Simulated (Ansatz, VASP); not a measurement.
Two plane-wave programs on NbTe

```
Te Nb
1.0
     3.70297    0.00000    0.00000
    -1.85149    3.20687    0.00000
     0.00000    0.00000    3.69421
Te Nb
1 1
Direct
  0.66667 0.33333 0.00000
  0.00000 0.00000 0.50000
```

Alike in both runs: task relaxation of cell and atoms; functional PBE; dispersion D4; k mesh 8 × 8 × 7; occupations fermi-dirac, width 0.05 eV; no spin polarisation.

```csv
,VASP,Ansatz
version,VASP 6.6.1,Ansatz 0.2.0
potentials or method,"VASP PAW PBE potentials, release 64 (Te, Nb_sv)",Ansatz PAW
plane-wave cutoff (eV),600,420
valence electrons in the cell,19,29
```

|  | VASP | Ansatz | Ansatz less VASP |
| --- | --- | --- | --- |
| gap on the k mesh at the Fermi level, each at its own relaxed structure (eV) | none | none | - |
| relaxed volume (Å³/atom) | 21.14 | 21.18 | +0.039 |
| relaxed cell length with the largest relative difference (Å) | 3.686 | 3.690 | +0.0035 |

A gap of «none» marks a metal or a gap that the smearing closes. VASP's potentials hold 19 valence electrons a cell and Ansatz's 29, so a difference there can come from the potentials and not from the codes.

Neither program's run includes spin-orbit coupling. Noted on Ansatz's run: the plane-wave basis is chosen anew once the cell has moved, so the energies of steps on either side of that aren't comparable.
